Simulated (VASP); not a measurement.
# SbAs2 in VASP: further runs

Runs on SbAs2. Level: PBE. Tasks: single point.

Everything below comes from runs of VASP 6.6.1. Logs are shortened: lines on timing, memory, paths and dates and some standing lists are left out, and cuts for length are marked.

## Step 1: The cell of the first run

The cell holds a sheet with vacuum, 3 atoms: a = 4.389 Å, b = 4.389 Å, c = 17.000 Å, α = 90.00°, β = 90.00°, γ = 90.00°.

The cell was generated, and may not be a known phase.

## Step 2: Single point, PBE

The input, INCAR:

```
  ALGO = Normal
  DIPOL = 0.5 0.5 0.500
  EDIFF = 1E-6
  ENCUT = 520
  GGA = PE
  IDIPOL = 3
  ISIF = 2
  ISMEAR = 0
  LASPH = True
  LCHARG = False
  LDIPOL = True
  LREAL = False
  LWAVE = False
  NBANDS = 14
  NELM = 80
  PREC = Accurate
  SIGMA = 0.1
```

The input, KPOINTS:

```
k-points
0
Gamma
  4 4 1
```

The input, POSCAR:

```
SbAs2
1.0
    4.3885081500      0.0000000000      0.0000000000
    0.0000000000      4.3885081500      0.0000000000
    0.0000000000      0.0000000000     17.0000000000
Sb As
1 2
Direct
    0.0000000000      0.0000000000      0.5000000000
    0.0000000000      0.5000000000      0.4256358300
    0.5000000000      0.0000000000      0.5743641700
```

Potentials or basis: VASP PAW PBE potentials, release 64 (Sb, As).

The run is started by

```bash
> cat potpaw_PBE.64/Sb/POTCAR potpaw_PBE.64/As/POTCAR > POTCAR
> mpirun -np 1 vasp_std > vasp.out
```

OUTCAR:

```text
EDIFF = 1E-6
   ENCUT = 520
   GGA = PE
   ISIF = 2
   ISMEAR = 0
   LASPH = True
   LREAL = False
   NELM = 80
   PREC = Accurate

 ion  position               nearest neighbor table
   1  0.000  0.000  0.500-   2 2.53   3 2.53   2 2.53   3 2.53
   2  0.000  0.500  0.426-   1 2.53   1 2.53
   3  0.500  0.000  0.574-   1 2.53   1 2.53

  LATTYP: Found a simple tetragonal cell.
 ALAT       =     4.3885081500
 C/A-ratio  =     3.8737537721

  Lattice vectors:

 A1 = (   4.3885081500,   0.0000000000,   0.0000000000)
 A2 = (   0.0000000000,   4.3885081500,   0.0000000000)
 A3 = (   0.0000000000,   0.0000000000,  17.0000000000)

Analysis of symmetry for initial positions (statically):
=====================================================================
 Subroutine PRICEL returns:
 Original cell was already a primitive cell.

 Routine SETGRP: Setting up the symmetry group for a
 simple tetragonal supercell.

 Subroutine GETGRP returns: Found  8 space group operations
 (whereof  8 operations were pure point group operations)
 out of a pool of 16 trial point group operations.

The static configuration has the point symmetry D_2d.

Analysis of symmetry for dynamics (positions and initial velocities):
=====================================================================
 Subroutine PRICEL returns:
 Original cell was already a primitive cell.

 Routine SETGRP: Setting up the symmetry group for a
 simple tetragonal supercell.

 Subroutine GETGRP returns: Found  8 space group operations
 (whereof  8 operations were pure point group operations)
 out of a pool of 16 trial point group operations.

The dynamic configuration has the point symmetry D_2d.

 Subroutine INISYM returns: Found  8 space group operations
 (whereof  8 operations are pure point group operations),
 and found     1 'primitive' translations

----------------------------------------------------------------------------------------

                                     Primitive cell

  volume of cell :     327.4031

  direct lattice vectors                    reciprocal lattice vectors
     4.388508150  0.000000000  0.000000000     0.227867869  0.000000000  0.000000000
     0.000000000  4.388508150  0.000000000     0.000000000  0.227867869  0.000000000
     0.000000000  0.000000000 17.000000000     0.000000000  0.000000000  0.058823529

  length of vectors
     4.388508150  4.388508150 17.000000000     0.227867869  0.227867869  0.058823529

  position of ions in fractional coordinates (direct lattice)
     0.000000000  0.000000000  0.500000000
     0.000000000  0.500000000  0.425635830
     0.500000000  0.000000000  0.574364170

[... 80 lines left out ...]
  Fermi-wavevector in a.u.,A,eV,Ry     =   0.585793  1.106989  4.668889  0.343154
  Thomas-Fermi vector in A             =   1.632022
   LORBIT       =      0    0 simple, 1 ext, 2 COOP (PROOUT), +10 PAW based schemes
   GGA     = PE    functional components
   LHFCALC =     F    Hartree Fock is set to
   AEXX    =    0.0000 exact exchange contribution
   IVDW    =     0    specifies the selected vdW correction
   LEPSILON=     F    determine dielectric tensor
   LRPA    =     F    only Hartree local field effects (RPA)
 non-spin polarized calculation
 Gauss-broadening in eV      SIGMA  =   0.10
  energy-cutoff  :      520.00
  volume of cell :      327.40
 maximum number of plane-waves:      8880
 NGX is ok and might be reduce to    36
   NGX = 17   NGY = 17   NGZ = 63

 dipolmoment           0.000000      0.000000      0.000000 electrons x Angstroem

 number of electron      14.9999999 magnetization

 dipolmoment           0.000000      0.000000     -0.000000 electrons x Angstroem

 Free energy of the ion-electron system (eV)
  ---------------------------------------------------
  ext. energy  EPLUGINS =         0.00000000
  ---------------------------------------------------
  free energy    TOTEN  =       -10.63879177 eV

  energy without entropy =      -10.59779047  energy(sigma->0) =      -10.61829112

 E-fermi :  -2.6530     XC(G=0):  -3.1391

 val. band max:       -2.7000015148   @ k =   0.5000   0.2500   0.0000
 cond. band min:      -2.6264695872   @ k =   0.5000   0.0000   0.0000
 fundamental gap:      0.0735319277
 Fermi energy:        -2.6530093051

 k-point     1 :       0.0000    0.0000    0.0000
  band No.  band energies     occupation
      1     -15.6619      2.00000
      2     -12.9467      2.00000
      3      -8.1217      2.00000
      4      -6.5735      2.00000
      5      -6.5735      2.00000
      6      -3.6324      2.00000
      7      -2.7072      1.55632
      8      -2.5938      0.40205
      9      -2.5938      0.40205
     10      -2.2984      0.00000
     11       1.3724      0.00000
     12       2.1090      0.00000
     13       2.2845      0.00000
     14       2.2845      0.00000
[... 71 lines left out ...]
      1     -13.2013      2.00000
      2     -13.2013      2.00000
      3     -12.9745      2.00000
      4      -6.8287      2.00000
      5      -4.9905      2.00000
      6      -4.9905      2.00000
      7      -4.7101      2.00000
      8      -2.9722      1.99999
      9       0.1575      0.00000
     10       0.8933      0.00000
     11       0.8933      0.00000
     12       3.6567      0.00000
     13       3.8296      0.00000
     14       4.5521      0.00000

------------------------ aborting loop because EDIFF is reached ----------------------------------------

 vacuum level on the upper side and lower side of the slab       (xc-potential included)        -0.088        -0.088

  FORCE on cell =-STRESS in cart. coord.  units (eV):
  Direction    XX          YY          ZZ          XY          YZ          ZX
  --------------------------------------------------------------------------------------
  -------------------------------------------------------------------------------------
  Total        2.2147681      2.2147681      3.7750950      0.0000000      0.0000000      0.0000000
  in kB       10.8381738     10.8381738     18.4737783      0.0000000      0.0000000      0.0000000
  external PRESSURE =      13.3833753 kB  Pullay stress =       0.0000000 kB

 VOLUME and BASIS-vectors are now :
 -----------------------------------------------------------------------------
  energy-cutoff  :      520.00
  volume of cell :      327.40
      direct lattice vectors                 reciprocal lattice vectors
     4.388508150  0.000000000  0.000000000     0.227867869  0.000000000  0.000000000
     0.000000000  4.388508150  0.000000000     0.000000000  0.227867869  0.000000000
     0.000000000  0.000000000 17.000000000     0.000000000  0.000000000  0.058823529

 POSITION                                       TOTAL-FORCE (eV/Angst)
 -----------------------------------------------------------------------------------
      0.00000      0.00000      8.50000         0.000000      0.000000      0.000000
      0.00000      2.19425      7.23581        -0.000000     -0.000000     -1.494289
      2.19425      0.00000      9.76419         0.000000     -0.000000      1.494289
 -----------------------------------------------------------------------------------
    total drift:                                0.000000     -0.000000      0.000000

  FREE ENERGIE OF THE ION-ELECTRON SYSTEM (eV)
  ---------------------------------------------------
  free  energy   TOTEN  =       -10.6387917705 eV

  energy  without entropy=      -10.5977904665  energy(sigma->0) =      -10.61829112

 vacuum level on the upper side and lower side of the slab         2.332         2.332
```

stdout:

```text
POSCAR found type information on POSCAR SbAs
 POSCAR found :  2 types and       3 ions
 scaLAPACK will be used
 LDA part: xc-table for (Slater+PW92), standard interpolation
 POSCAR, INCAR and KPOINTS ok, starting setup
 FFT: planning ... GRIDC
 FFT: planning ... GRID_SOFT
 FFT: planning ... GRID
 WAVECAR not read
 entering main loop
```

Wall time 30 s (1 thread of Intel Xeon 6975P-C (Granite Rapids), shared host); peak memory 0.38 GiB.

Results:

```yaml
Free_energy: -10.6388 eV
Largest_force: 1.494 eV/Å
Band_gap_on_the_k_mesh: zero (an odd number of electrons rules out a gap without spin polarisation)
```

Forces on the atoms (eV/Å):
```
Sb   0.000  0.000  0.000
As   0.000  0.000 -1.494
As   0.000  0.000  1.494
```

Caveat: spin-orbit coupling is left out, which moves the levels of the heavy elements; an odd number of electrons without spin polarisation forces a metal; a magnetic or distorted state may lie lower.

## Step 3: Single point, PBE

The input, INCAR:

```
SYSTEM = SbAs2
PREC = Accurate
ENCUT = 520
EDIFF = 1E-6
ISMEAR = 0
SIGMA = 0.1
LREAL = .FALSE.
LASPH = .TRUE.
NELM = 100
ALGO = Normal
ISIF = 2
LWAVE = .FALSE.
LCHARG = .FALSE.
LDIPOL = .TRUE.
IDIPOL = 3
DIPOL = 0.5 0.5 0.500
GGA = PE
NBANDS = 14
```

The input, KPOINTS:

```
regular mesh
0
G
  4 4 1
  0 0 0
```

POSCAR is that of step 2.

Potentials or basis: VASP PAW PBE potentials, release 64 (Sb, As).

The run is started by

```bash
> cat potpaw_PBE.64/Sb/POTCAR potpaw_PBE.64/As/POTCAR > POTCAR
> mpirun -np 1 vasp_std > vasp.out
```

Run time: 30 s. Hardware: 1 thread of Intel Xeon 6975P-C (Granite Rapids), shared host; peak memory 0.38 GiB.

The run converged. Its results:

| Item | Value |
| --- | --- |
| Free energy | -10.6388 eV |
| Largest force | 1.494 eV/Å |
| Band gap on the k mesh | zero (an odd number of electrons rules out a gap without spin polarisation) |

Forces on the atoms (eV/Å):
```
Sb   0.000  0.000  0.000
As   0.000  0.000 -1.494
As   0.000  0.000  1.494
```

Levels at points of the mesh, in eV from the Fermi level:
| k point | band 3 | band 4 | band 5 | band 6 | band 7 | band 8 | band 9 | band 10 | band 11 | band 12 |
| --- | --- | --- | --- | --- | --- | --- | --- | --- | --- | --- |
| (0.00, 0.00, 0.00) | -5.47 | -3.92 | -3.92 | -0.98 | -0.05 | 0.06 | 0.06 | 0.35 | 4.03 | 4.76 |
| (0.50, 0.00, 0.00) | -7.75 | -3.59 | -3.17 | -1.78 | -0.41 | -0.23 | 0.03 | 3.65 | 4.60 | 5.00 |
| (0.50, 0.50, 0.00) | -10.32 | -4.18 | -2.34 | -2.34 | -2.06 | -0.32 | 2.81 | 3.55 | 3.55 | 6.31 |

Caveat: spin-orbit coupling is left out, which moves the levels of the heavy elements; an odd number of electrons without spin polarisation forces a metal; a magnetic or distorted state may lie lower.

The gap in the log of VASP goes by the Fermi energy; the results here count the filled bands.